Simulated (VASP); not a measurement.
A run of VASP 6.6.1:

File INCAR:

```
ALGO = Normal ; EDIFF = 1E-7
EDIFFG = -0.01 ; ENCUT = 600
GGA = PS ; IBRION = 2
ISIF = 3 ; ISMEAR = -1
ISPIN = 2 ; LASPH = T
LCHARG = F ; LMAXMIX = 4
LORBIT = 11 ; LREAL = F
LWAVE = F ; MAGMOM = 1 0
NELM = 150 ; NSW = 60
PREC = Accurate ; PSTRESS = 200.0
SIGMA = 0.05
```

The input KPOINTS:

```
k-points
0
Gamma
  11 11 11
```

File POSCAR:

```
NiO
1.0
    0.0000000000      2.0859016414      2.0859016414
    2.0859016414      0.0000000000      2.0859016414
    2.0859016414      2.0859016414      0.0000000000
Ni O
1 1
Direct
    0.0000000000      0.0000000000      0.0000000000
    0.5000000000      0.5000000000      0.5000000000
```

Potentials or basis: VASP PAW PBE potentials, release 64 (Ni, O).

Command:

```bash
$ cat potpaw_PBE.64/Ni/POTCAR potpaw_PBE.64/O/POTCAR > POTCAR
$ mpirun -np 1 vasp_std > vasp.out
```

Hardware: 1 thread of Intel(R) Xeon(R) Platinum 8488C (Sapphire Rapids), with other jobs on the host.

**Question.** How long does it take, and how much memory?

**Answer.** It took 56 s on 1 thread of Intel(R) Xeon(R) Platinum 8488C (Sapphire Rapids) (shared host), peak memory 0.17 GiB. Counts: scf iterations 46, k points 56, ion steps 4.
